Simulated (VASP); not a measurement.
Wanted: the native input for a VASP 6.6.1 run.

- Task: single point
- Functional: PBEsol
- Potentials or basis: VASP PAW PBE potentials, release 64 (B, P)
- Cutoff: 520 eV
- k mesh: 10 × 10 × 10
- Occupations: fermi-dirac, width 0.02 eV
- Spin: no spin polarisation
- Dipole correction: no
- Further INCAR settings: ALGO = Normal; EDIFF = 1e-06; NBANDS = 11

The structure of BP lies in POSCAR:

```
BP
1.0
    0.0000000000      2.2600598498      2.2600598498
    2.2600598498      0.0000000000      2.2600598498
    2.2600598498      2.2600598498      0.0000000000
B P
1 1
Direct
    0.0000000000      0.0000000000      0.0000000000
    0.2500000000      0.2500000000      0.2500000000
```

The input as run:

INCAR

```
PREC = Accurate
ENCUT = 520
EDIFF = 1E-6
ISMEAR = -1
SIGMA = 0.02
LREAL = False
LASPH = True
NELM = 100
ALGO = Normal
ISIF = 2
LWAVE = False
LCHARG = False
GGA = PS
NBANDS = 11
```

KPOINTS

```
Automatic mesh
0
Gamma
  10 10 10
```

Potentials or basis: VASP PAW PBE potentials, release 64 (B, P).

Run with:

```console
$ cat potpaw_PBE.64/B/POTCAR potpaw_PBE.64/P/POTCAR > POTCAR
$ mpirun -np 1 vasp_std > vasp.out
```

It gave:

```json
{
 "Pressure": "0.1 GPa",
 "Band gap on the k mesh": "1.12 eV, indirect (least direct gap 3.37 eV)"
}
```

Caveat: the PAW data sets were made with another functional, which shifts forces and pressure a little.

Wall time 9.1 s on 1 thread of AMD EPYC 7R43 64-Core Processor (Zen 3) (shared host), peak memory 0.1 GiB.
